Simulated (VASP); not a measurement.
# BP (P6_3/mmc) in VASP: notebook, part 2 of 2

VASP 6.6.1. The steps go on from the part before.

## 3. Single point, PBE

Input file INCAR:

```
PREC = Accurate ; ENCUT = 500
EDIFF = 1E-6 ; ISMEAR = -1
SIGMA = 0.5 ; LREAL = F
LASPH = T ; NELM = 120
ALGO = Normal ; ISIF = 2
LWAVE = F ; LCHARG = F
GGA = PE ; NBANDS = 16
GGA_COMPAT = F
```

Input file KPOINTS:

```
Automatic mesh
0
Gamma
  6 6 4
```

Input file POSCAR:

```
BP
1.0
    3.0799086887      0.0000000000      0.0000000000
   -1.5399543444      2.6672791658      0.0000000000
    0.0000000000      0.0000000000      5.0145727567
B P
2 2
Direct
    0.0000000000      0.0000000000      0.0000000000
    0.0000000000      0.0000000000      0.5000000000
    0.3333333333      0.6666666667      0.2500000000
    0.6666666667      0.3333333333      0.7500000000
```

Potentials or basis: VASP PAW PBE potentials, release 64 (B, P).

Run with:

```console
$ cat potpaw_PBE.64/B/POTCAR potpaw_PBE.64/P/POTCAR > POTCAR
$ mpirun -np 1 vasp_std > vasp.out
```

OUTCAR:

```text
PREC = Accurate
   ENCUT = 500
   EDIFF = 1E-6
   ISMEAR = -1
   LREAL = F
   LASPH = T
   NELM = 120
   ISIF = 2
   GGA = PE

 ion  position               nearest neighbor table
   1  0.000  0.000  0.000-   3 2.18   4 2.18   4 2.18   3 2.18   4 2.18   3 2.18
   2  0.000  0.000  0.500-   3 2.18   4 2.18   4 2.18   3 2.18   4 2.18   3 2.18
   3  0.333  0.667  0.250-   1 2.18   2 2.18   1 2.18   2 2.18   1 2.18   2 2.18
   4  0.667  0.333  0.750-   1 2.18   2 2.18   1 2.18   2 2.18   1 2.18   2 2.18

  LATTYP: Found a hexagonal cell.
 ALAT       =     3.0799086887
 C/A-ratio  =     1.6281563071

  Lattice vectors:

 A1 = (   3.0799086887,   0.0000000000,   0.0000000000)
 A2 = (  -1.5399543444,   2.6672791658,   0.0000000000)
 A3 = (   0.0000000000,   0.0000000000,   5.0145727567)

Analysis of symmetry for initial positions (statically):
=====================================================================
 Subroutine PRICEL returns:
 Original cell was already a primitive cell.

 Routine SETGRP: Setting up the symmetry group for a
 hexagonal supercell.

 Subroutine GETGRP returns: Found 24 space group operations
[... 171 lines left out ...]
 fundamental gap:      0.1430774913
 Fermi energy:         9.6194065573

 k-point     1 :       0.0000    0.0000    0.0000
  band No.  band energies     occupation
      1      -7.2884      2.00000
      2      -2.9712      2.00000
      3      -0.9487      2.00000
      4       8.2962      1.86757
      5       8.2962      1.86757
      6      10.0971      0.55562
[... 376 lines left out ...]
      3       0.2535      2.00000
      4       0.2535      2.00000
      5       1.7730      2.00000
      6       1.7730      2.00000
[... 8 lines left out ...]
     15      18.6130      0.00000
     16      18.6130      0.00000

------------------------ aborting loop because EDIFF is reached ----------------------------------------

  FORCE on cell =-STRESS in cart. coord.  units (eV):
  Direction    XX          YY          ZZ          XY          YZ          ZX
  --------------------------------------------------------------------------------------
  -------------------------------------------------------------------------------------
  Total        0.1946673      0.1946673      1.2853315     -0.0000000      0.0000000      0.0000000
  in kB        7.5711775      7.5711775     49.9902690     -0.0000000      0.0000000      0.0000000
  external PRESSURE =      21.7108746 kB  Pullay stress =       0.0000000 kB

 VOLUME and BASIS-vectors are now :
 -----------------------------------------------------------------------------
  energy-cutoff  :      500.00
  volume of cell :       41.19
      direct lattice vectors                 reciprocal lattice vectors
     3.079908689  0.000000000  0.000000000     0.324684950  0.187456944  0.000000000
    -1.539954344  2.667279166  0.000000000     0.000000000  0.374913887  0.000000000
     0.000000000  0.000000000  5.014572757     0.000000000  0.000000000  0.199418784

 POSITION                                       TOTAL-FORCE (eV/Angst)
 -----------------------------------------------------------------------------------
      0.00000      0.00000      0.00000        -0.000000      0.000000      0.000000
      0.00000      0.00000      2.50729        -0.000000      0.000000      0.000000
     -0.00000      1.77819      1.25364         0.000000      0.000000      0.000000
      1.53995      0.88909      3.76093        -0.000000      0.000000      0.000000
 -----------------------------------------------------------------------------------
    total drift:                               -0.000000      0.000000      0.000000

  FREE ENERGIE OF THE ION-ELECTRON SYSTEM (eV)
  ---------------------------------------------------
  free  energy   TOTEN  =       -21.5901942977 eV

  energy  without entropy=      -20.6452978880  energy(sigma->0) =      -21.11774609
```

Run time: 5.6 s. Hardware: 1 thread of Intel Xeon 6975P-C (Granite Rapids), shared host; peak memory 0.15 GiB.

Results:

```yaml
Free_energy: -21.5902 eV
Pressure: 2.2 GPa
Band_gap_on_the_k_mesh: zero (band 8 reaches 11.01 eV, above the bottom of band 9 at 5.30 eV)
```

Caveat: the k points lie up to 0.39 Å⁻¹ apart.

## 4. Single point, PBE

Input file INCAR:

```
SYSTEM = BP
  PREC = Accurate
  ENCUT = 500
  EDIFF = 1E-6
  ISMEAR = 1
  SIGMA = 0.001
  LREAL = .FALSE.
  LASPH = .TRUE.
  NELM = 120
  ALGO = Normal
  ISIF = 2
  LWAVE = .FALSE.
  LCHARG = .TRUE.
  GGA = PE
  LELF = .TRUE.
  LVHAR = .TRUE.
  NBANDS = 16
  GGA_COMPAT = .FALSE.
```

Input file KPOINTS:

```
regular mesh
0
G
  6 6 4
  0 0 0
```

POSCAR is that of step 3.

Run with:

```console
$ cat potpaw_PBE.64/B/POTCAR potpaw_PBE.64/P/POTCAR > POTCAR
$ mpirun -np 1 vasp_std > vasp.out
```

It took 6.8 s on 1 thread of Intel Xeon 6975P-C (Granite Rapids), shared host; peak memory 0.14 GiB.

Results (log left out):

* Free energy: -21.1498 eV
* Pressure: 0.3 GPa
* Band gap on the k mesh: zero (band 8 reaches 11.01 eV, above the bottom of band 9 at 5.30 eV)

Stress tensor (GPa, compression positive):
```
0.27 0.00 0.00
0.00 0.27 0.00
0.00 0.00 0.42
```

Levels at points of the mesh, in eV from the Fermi level:
```
           k point  band 4  band 5  band 6  band 7  band 8  band 9  band 10  band 11  band 12  band 13
(0.00, 0.00, 0.00)   -1.48   -1.48    0.32    0.78    0.78    2.66     2.66     4.11     4.25     5.63
(0.50, 0.00, 0.00)   -7.50   -6.86   -6.03   -4.58    0.40    0.68     0.78     2.64     3.64     4.18
(0.00, 0.00, 0.50)   -5.39   -0.46   -0.46   -0.46   -0.46    3.37     3.37     3.37     3.37     4.30
(0.50, 0.00, 0.50)  -10.20   -3.27   -3.27   -2.27   -2.27   -0.49    -0.49     2.67     2.67     6.50
```

Caveat: the k points lie up to 0.39 Å⁻¹ apart.

## 5. Single point, PBE

Input file INCAR:

```
SYSTEM = BP
PREC = Accurate
ENCUT = 500
EDIFF = 1E-6
ISMEAR = -1
SIGMA = 0.02
LREAL = .False.
LASPH = .True.
NELM = 120
ALGO = Normal
ISIF = 2
LWAVE = .False.
LCHARG = .False.
GGA = PE
ISYM = 0
NBANDS = 16
GGA_COMPAT = .False.
```

Input file KPOINTS:

```
regular mesh
0
Gamma
  6 6 4
  0 0 0
```

POSCAR is that of step 4.

Run with:

```console
$ cat potpaw_PBE.64/B/POTCAR potpaw_PBE.64/P/POTCAR > POTCAR
$ mpirun -np 1 vasp_std > vasp.out
```

It took 14 s on 1 thread of Intel Xeon 6975P-C (Granite Rapids), shared host; peak memory 0.17 GiB.

Results (log left out):

```yaml
Free_energy: -21.1509 eV
Pressure: 0.3 GPa
Band_gap_on_the_k_mesh: zero (band 8 reaches 11.01 eV, above the bottom of band 9 at 5.30 eV)
```

Stress tensor (GPa, compression positive):
```
0.30 0.00 0.00
0.00 0.30 0.00
0.00 0.00 0.42
```

Levels at points of the mesh, in eV from the Fermi level:
| k point | band 4 | band 5 | band 6 | band 7 | band 8 | band 9 | band 10 | band 11 | band 12 | band 13 |
| --- | --- | --- | --- | --- | --- | --- | --- | --- | --- | --- |
| (0.00, 0.00, 0.00) | -1.46 | -1.46 | 0.34 | 0.80 | 0.80 | 2.68 | 2.68 | 4.13 | 4.27 | 5.65 |
| (0.50, 0.00, 0.00) | -7.48 | -6.84 | -6.01 | -4.56 | 0.42 | 0.70 | 0.80 | 2.66 | 3.66 | 4.20 |
| (0.00, 0.50, 0.00) | -7.48 | -6.84 | -6.01 | -4.56 | 0.42 | 0.70 | 0.80 | 2.66 | 3.66 | 4.20 |
| (0.50, 0.50, 0.00) | -7.48 | -6.84 | -6.01 | -4.56 | 0.42 | 0.70 | 0.80 | 2.66 | 3.66 | 4.20 |
| (0.00, 0.00, 0.50) | -5.37 | -0.45 | -0.45 | -0.45 | -0.45 | 3.39 | 3.39 | 3.39 | 3.39 | 4.32 |
| (0.50, 0.00, 0.50) | -10.18 | -3.25 | -3.25 | -2.25 | -2.25 | -0.47 | -0.47 | 2.69 | 2.69 | 6.52 |
| (0.00, 0.50, 0.50) | -10.18 | -3.25 | -3.25 | -2.25 | -2.25 | -0.47 | -0.47 | 2.69 | 2.69 | 6.52 |
| (0.50, 0.50, 0.50) | -10.18 | -3.25 | -3.25 | -2.25 | -2.25 | -0.47 | -0.47 | 2.69 | 2.69 | 6.52 |

Caveat: the k points lie up to 0.39 Å⁻¹ apart.

## 6. Summary

| smearing | gap on the mesh (eV) | pressure (GPa) |
| --- | --- | --- |
| methfessel-paxton 0.5 eV | none | 0.7 |
| fermi-dirac 0.5 eV | none | 2.2 |
| methfessel-paxton 0.001 eV | none | 0.3 |
| fermi-dirac 0.02 eV | none | 0.3 |

Alike in all rows: task single point; level PBE; potentials or basis VASP PAW PBE potentials, release 64 (B, P); no spin polarisation; cell as given; k mesh 6 × 6 × 4; cutoff (eV) 500.

Caveats: all runs use coarse meshes.

Total energies depend on the potentials used, so only differences within one code and one set of settings carry meaning.
